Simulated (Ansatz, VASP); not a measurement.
## Two plane-wave programs on MgSe

POSCAR

```
MgSe
1.0
    0.0000000000      2.7633629144      2.7633629144
    2.7633629144      0.0000000000      2.7633629144
    2.7633629144      2.7633629144      0.0000000000
Mg Se
1 1
Direct
    0.0000000000      0.0000000000      0.0000000000
    0.5000000000      0.5000000000      0.5000000000
```

The input INCAR.step1:

```
PREC = Accurate ; ENCUT = 660
ISMEAR = 0 ; SIGMA = 0.01
LREAL = F ; LASPH = T
NELM = 120 ; NBANDS = 11
GGA = PE ; ALGO = Normal
EDIFF = 1E-5 ; LWAVE = T
LCHARG = F ; GGA_COMPAT = F
```

INCAR.step2

```
PREC = Accurate ; ENCUT = 660
EDIFF = 1E-6 ; ISMEAR = 0
SIGMA = 0.01 ; LREAL = F
LASPH = T ; NELM = 120
ALGO = Normal ; ISIF = 2
LWAVE = F ; LCHARG = T
METAGGA = R2SCAN ; LMIXTAU = T
LELF = T ; LVHAR = T
NBANDS = 11 ; ISTART = 1
GGA_COMPAT = F
```

KPOINTS

```
Automatic mesh
0
Gamma
  6 6 6
```

Input for Ansatz:

```yaml
crystal:
  lattice:
    - [0.0, 2.7633629144, 2.7633629144]
    - [2.7633629144, 0.0, 2.7633629144]
    - [2.7633629144, 2.7633629144, 0.0]
  atoms:
    - { symbol: Mg, position: [0.0, 0.0, 0.0] }
    - { symbol: Se, position: [0.5, 0.5, 0.5] }
kpoints:
  mp_grid: { grid: [6, 6, 6] }
hamiltonian:
  xc: r2scan
scf:
  occupations: { method: fixed }
  n_extra_bands: 4
output:
  forces: true
  stress: true
  eigenvalues: true
```

Alike in both runs: task single point; functional r2SCAN; k mesh 6 × 6 × 6; no spin polarisation.

|  | VASP | Ansatz |
| --- | --- | --- |
| version | VASP 6.6.1 | Ansatz 0.2.0 |
| potentials or method | VASP PAW PBE potentials, release 64 (Mg, Se) | plane waves, PAW |
| plane-wave cutoff (eV) | 660 | 500 |
| occupations | gaussian, width 0.01 eV | fixed |
| valence electrons in the cell | 8 | 26 |

|  | VASP | Ansatz | Ansatz less VASP |
| --- | --- | --- | --- |
| gap on the k mesh at the Fermi level (eV) | 2.39 | 2.42 | +0.037 |
| pressure (GPa) | -2.1 | -1.8 | +0.30 |

VASP's potentials were made for PBE, not for r2SCAN. VASP's potentials hold 8 valence electrons a cell and Ansatz's 26, so a difference there can come from the potentials and not from the codes.
